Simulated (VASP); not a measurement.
ZnSe:

```
CELL_PARAMETERS angstrom
3.32515 0.00000 0.00000
0.00000 3.32515 0.00000
0.00000 0.00000 3.32515
ATOMIC_POSITIONS crystal
Zn 0.00000 0.00000 0.00000
Se 0.50000 0.50000 0.50000
```

Base run:

```yaml
Program: VASP 6.6.1
Functional: PBEsol
Potentials_or_basis: VASP PAW PBE potentials, release 64 (Zn, Se)
Cutoff: 520 eV
k_mesh: 6 × 6 × 6
Occupations: gaussian, width 0.5 eV
Spin: no spin polarisation
```

Its results: band gap on the k mesh zero (band 9 reaches 4.31 eV, above the bottom of band 10 at 2.75 eV); pressure -2.4 GPa.

Problem. The run is repeated on the same cell with these changes: occupations from gaussian, width 0.5 eV to methfessel-paxton, width 0.05 eV. What comes out?

Solution. Band gap on the k mesh zero (band 9 reaches 4.31 eV, above the bottom of band 10 at 2.76 eV); pressure -2.9 GPa.

Caveats: the PAW data sets were made with another functional, which shifts forces and pressure a little.
